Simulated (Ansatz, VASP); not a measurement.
# CoSi2 in VASP and in Ansatz

```xyz
3
Lattice="0.0000 2.6825 2.6825 2.6825 0.0000 2.6825 2.6825 2.6825 0.0000" Properties=species:S:1:pos:R:3 pbc="T T T"
Co    0.0000    0.0000    0.0000
Si    1.3413    1.3413    1.3413
Si    4.0237    4.0237    4.0237
```

Alike in both runs: task single point; functional PBE; k mesh 6 × 6 × 6; occupations tetrahedron; no spin polarisation.

```csv
,VASP,Ansatz
version,VASP 6.6.1,Ansatz 0.2.0
potentials or method,"VASP PAW PBE potentials, release 64 (Co, Si), cutoff 600 eV","scalar-relativistic, plane waves, PAW"
valence electrons in the cell,17,25
```

```tsv
	VASP	Ansatz	Ansatz less VASP
gap on the k mesh at the Fermi level (eV)	none	none	-
pressure (GPa)	-0.9	-0.8	+0.17
```

A gap of «none» marks a metal or a gap that the smearing closes. VASP's potentials hold 17 valence electrons a cell and Ansatz's 25, so a difference there can come from the potentials and not from the codes. Ansatz's warnings: band table not solved further, tetrahedron derivatives may miss energy slope.
